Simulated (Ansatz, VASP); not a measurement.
SrO: VASP beside Ansatz

```xyz
2
Lattice="0.0000 2.5868 2.5868 2.5868 0.0000 2.5868 2.5868 2.5868 0.0000" Properties=species:S:1:pos:R:3 pbc="T T T"
Sr    0.0000    0.0000    0.0000
O     2.5868    2.5868    2.5868
```

Change from the starting cell: volume scaled by 1.02.

Alike in both runs: task single point; functional LDA; k mesh 8 × 8 × 8; occupations fermi-dirac, width 0.02 eV; no spin polarisation.

```csv
,VASP,Ansatz
version,VASP 6.6.1,Ansatz 0.2.0
potentials or method,"VASP PAW LDA potentials, release 64 (Sr_sv, O), cutoff 520 eV","all-electron LAPW, scalar-relativistic"
```

VASP gave:

```
gap on the k mesh at the Fermi level (eV) : 3.11
pressure (GPa)                            : -5.2
```

Which values does Ansatz return?

gap on the k mesh at the Fermi level (eV): 3.17; pressure (GPa): -5.8.

LDA's correlation is that of Perdew and Zunger in VASP and of Perdew and Wang (1992) in Ansatz. Ansatz ran all-electron here, and VASP with PAW potentials.
